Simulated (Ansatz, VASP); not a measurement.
**HRh6 in VASP and in Ansatz**

File INCAR:

```
SYSTEM = HRh6
  PREC = Accurate
  ENCUT = 520
  EDIFF = 1E-7
  ISMEAR = 0
  SIGMA = 0.1
  LREAL = .FALSE.
  LASPH = .TRUE.
  NELM = 100
  ALGO = Fast
  ISIF = 2
  LWAVE = .FALSE.
  LCHARG = .FALSE.
  LDIPOL = .TRUE.
  IDIPOL = 3
  DIPOL = 0.5 0.5 0.297
  GGA = PE
  NBANDS = 104
```

The input KPOINTS:

```
regular mesh
0
G
  6 6 1
  0 0 0
```

File POSCAR:

```
HRh6
1.0
    5.4165863251      0.0000000000      0.0000000000
   -2.7082931626      4.6909013593      0.0000000000
    0.0000000000      0.0000000000     22.2966119230
Rh H
12 2
Direct
    0.3333333333      0.1666666667      0.1793994538
    0.3333333333      0.6666666667      0.1793994538
    0.8333333333      0.1666666667      0.1793994538
    0.8333333333      0.6666666667      0.1793994538
    0.1666666667      0.3333333333      0.2757769167
    0.1666666667      0.8333333333      0.2757769167
    0.6666666667      0.3333333333      0.2757769167
    0.6666666667      0.8333333333      0.2757769167
    0.0000000000      0.0000000000      0.3721019118
    0.0000000000      0.5000000000      0.3721019118
    0.5000000000      0.0000000000      0.3721019118
    0.5000000000      0.5000000000      0.3721019118
    0.1514581709      0.3029163418      0.4209882629
    0.3485418291      0.6970836582      0.4209882629
```

Input for Ansatz:

```yaml
crystal:
  lattice:
    - [5.4165863251, 0.0, 0.0]
    - [-2.7082931626, 4.6909013593, 0.0]
    - [0.0, 0.0, 22.296611923]
  atoms:
    - { symbol: Rh, position: [0.3333333333, 0.1666666667, 0.1793994538] }
    - { symbol: Rh, position: [0.3333333333, 0.6666666667, 0.1793994538] }
    - { symbol: Rh, position: [0.8333333333, 0.1666666667, 0.1793994538] }
    - { symbol: Rh, position: [0.8333333333, 0.6666666667, 0.1793994538] }
    - { symbol: Rh, position: [0.1666666667, 0.3333333333, 0.2757769167] }
    - { symbol: Rh, position: [0.1666666667, 0.8333333333, 0.2757769167] }
    - { symbol: Rh, position: [0.6666666667, 0.3333333333, 0.2757769167] }
    - { symbol: Rh, position: [0.6666666667, 0.8333333333, 0.2757769167] }
    - { symbol: Rh, position: [0.0, 0.0, 0.3721019118] }
    - { symbol: Rh, position: [0.0, 0.5, 0.3721019118] }
    - { symbol: Rh, position: [0.5, 0.0, 0.3721019118] }
    - { symbol: Rh, position: [0.5, 0.5, 0.3721019118] }
    - { symbol: H, position: [0.1514581709, 0.3029163418, 0.4209882629] }
    - { symbol: H, position: [0.3485418291, 0.6970836582, 0.4209882629] }
basis:
  ecutwfc: 420
kpoints:
  mp_grid: { grid: [6, 6, 1] }
hamiltonian:
  xc: pbe
  pseudopotentials: { kind: paw, azcp: { folder: soft_1 } }
scf:
  occupations: { method: gaussian, width: 0.1 }
output:
  forces: true
  eigenvalues: true
efield:
  axis: 3
  dipole_correction: true
  ramp_width: 0.04
```

Alike in both runs: task single point; functional PBE; k mesh 6 × 6 × 1; occupations gaussian, width 0.1 eV; no spin polarisation.

```csv
,VASP,Ansatz
version,VASP 6.6.1,Ansatz 0.2.0
potentials or method,"VASP PAW PBE potentials, release 64 (Rh_pv, H), cutoff 520 eV","scalar-relativistic, plane waves, PAW"
valence electrons in the cell,182,206
```

|  | VASP | Ansatz | Ansatz less VASP |
| --- | --- | --- | --- |
| gap on the k mesh at the Fermi level (eV) | none | none | - |
| rms of the force components (eV/Å) | 0.199 | 0.199 | +0.0003 |

Atom by atom the forces differ by 0.002 eV/Å (rms over components). A gap of «none» marks a metal or a gap that the smearing closes. VASP's potentials hold 182 valence electrons a cell and Ansatz's 206, so a difference there can come from the potentials and not from the codes.
